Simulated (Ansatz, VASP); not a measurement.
**One calculation of PbS, two programs**

Contents of INCAR:

```
SYSTEM = PbS
ALGO = Normal ; EDIFF = 1E-6
ENCUT = 520 ; GGA = PS
ISIF = 2 ; ISMEAR = 0
LASPH = .TRUE. ; LCHARG = .FALSE.
LREAL = .FALSE. ; LWAVE = .FALSE.
NBANDS = 17 ; NELM = 100
PREC = Accurate ; SIGMA = 0.05
```

The input KPOINTS:

```
k-points
0
G
  10 10 10
  0 0 0
```

Contents of POSCAR:

```
PbS
1.0
    0.0000000000      3.0105882409      2.9515570989
    2.9515570989      0.0000000000      2.9515570989
    2.9515570989      3.0105882409      0.0000000000
Pb S
1 1
Direct
    0.5000000000      0.5000000000      0.5000000000
    0.0000000000      0.0000000000      0.0000000000
```

Input for Ansatz:

```yaml
crystal:
  lattice:
    - [0.0, 3.0105882409, 2.9515570989]
    - [2.9515570989, 0.0, 2.9515570989]
    - [2.9515570989, 3.0105882409, 0.0]
  atoms:
    - { symbol: Pb, position: [0.5, 0.5, 0.5] }
    - { symbol: S, position: [0.0, 0.0, 0.0] }
basis:
  ecutwfc: 420
  ecutrho_ratio: 4
kpoints:
  mp_grid: { grid: [10, 10, 10] }
hamiltonian:
  xc: pbesol
scf:
  occupations: { method: gaussian, width: 0.05 }
output:
  forces: true
  stress: true
  eigenvalues: true
```

Change from the starting cell: strain e2 = +0.02, atoms carried along.

Alike in both runs: task single point; functional PBEsol; k mesh 10 × 10 × 10; occupations gaussian, width 0.05 eV; no spin polarisation.

```csv
,VASP,Ansatz
version,VASP 6.6.1,Ansatz 0.2.0
potentials or method,"VASP PAW PBE potentials, release 64 (Pb_d, S), cutoff 520 eV","scalar-relativistic, plane waves, PAW"
valence electrons in the cell,20,20
```

|  | VASP | Ansatz | Ansatz less VASP |
| --- | --- | --- | --- |
| pressure (GPa) | -1.1 | -1.1 | +0.05 |
| traceless stress, the component that is largest in VASP (GPa) | -1.53 | -1.53 | +0.005 |

VASP's potentials were made for PBE, not for PBEsol.

Neither program's run includes spin-orbit coupling.
